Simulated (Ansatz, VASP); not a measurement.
# Ni: VASP beside Ansatz

```
Ni
1.0
     0.01768    1.77679    1.77679
     1.77679    0.01768    1.77679
     1.77679    1.77679    0.01768
Ni
1
Direct
  0.00000 0.00000 0.00000
```

Change from the starting cell: equal xy, yz and zx shear strains of +1 %, PAW files.

Alike in both runs: task electric field gradients; functional LDA; k mesh 20 × 20 × 20; occupations fermi-dirac, width 0.05 eV; collinear spin.

|  | VASP | Ansatz |
| --- | --- | --- |
| version | VASP 6.6.1 | Ansatz 0.2.0 |
| potentials or method | VASP PAW LDA potentials, release 64 (Ni) | PAW with Ansatz's default frozen-core files, scalar-relativistic |
| plane-wave cutoff (eV) | 520 | 420 |
| valence electrons in the cell | 10 | 18 |

```csv
,VASP,Ansatz,Ansatz less VASP
pressure (GPa),-19.2,-19.4,-0.18
"traceless stress, the component that is largest in VASP (GPa)",-1.11,-1.13,-0.023
net moment per atom (μB),0.61,0.63,+0.016
size of the moment on the site where the two differ most (μB),0.62,0.66,+0.039
size of Vzz on the site where it differs most (V/Å²),0.3,0.8,+0.52
```

LDA's correlation is that of Perdew and Zunger in VASP and of Perdew and Wang (1992) in Ansatz. Site moments also hang on the region over which each program counts them. VASP's potentials hold 10 valence electrons a cell and Ansatz's 18, so a difference there can come from the potentials and not from the codes.
